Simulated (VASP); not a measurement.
Here is a VASP 6.6.1 calculation.

Contents of POSCAR:

```
MoS2
1.0
    3.1840786179      0.0000000000      0.0000000000
   -1.5920393089      2.7574929707      0.0000000000
    0.0000000000      0.0000000000     15.6172513212
S Mo
2 1
Direct
    0.3333333333      0.6666666667      0.9004545235
    0.3333333333      0.6666666667      0.0995454765
    0.0000000000      0.0000000000      0.0000000000
```

INCAR.step1

```
  ALGO = Normal
  EDIFF = 1E-4
  ENCUT = 600
  GGA = PE
  ISMEAR = 0
  LASPH = True
  LCHARG = False
  LREAL = False
  LWAVE = True
  NELM = 100
  PREC = Accurate
  SIGMA = 0.02
```

File INCAR.step2:

```
  ALGO = Normal
  EDIFF = 1E-6
  EDIFFG = -0.01
  ENCUT = 600
  IBRION = 2
  ISIF = 3
  ISMEAR = 0
  ISTART = 1
  LASPH = True
  LCHARG = False
  LMIXTAU = True
  LREAL = False
  LWAVE = False
  METAGGA = R2SCAN
  NELM = 100
  NSW = 80
  PREC = Accurate
  SIGMA = 0.02
```

Contents of KPOINTS:

```
k-points
0
Gamma
  12 12 2
```

Potentials or basis: VASP PAW PBE potentials, release 64 (S, Mo_sv).

Launch:

```console
$ cat potpaw_PBE.64/S/POTCAR potpaw_PBE.64/Mo_sv/POTCAR > POTCAR
$ cp INCAR.step1 INCAR
$ mpirun -np 1 vasp_std > vasp.out
$ cp INCAR.step2 INCAR
$ mpirun -np 1 vasp_std > vasp.out
```

Task: Predict the space group after relaxing (to 0.1 Å).

Result: P-6m2 (No. 187).

Task: What does it give for the relaxed cell?

Result: a = 3.183 Å, b = 3.183 Å, c = 15.604 Å, α = 90.00°, β = 90.00°, γ = 120.00°.

Task: Predict the band gap on the k mesh.

Result: 1.69 eV (least direct gap 1.77 eV).

Final structure:
```
S Mo
1.0
     3.18348    0.00000    0.00000
    -1.59174    2.75697    0.00000
     0.00000    0.00000   15.60426
S Mo
2 1
Direct
  0.33333 0.66667 0.90050
  0.33333 0.66667 0.09950
  0.00000 0.00000 0.00000
```
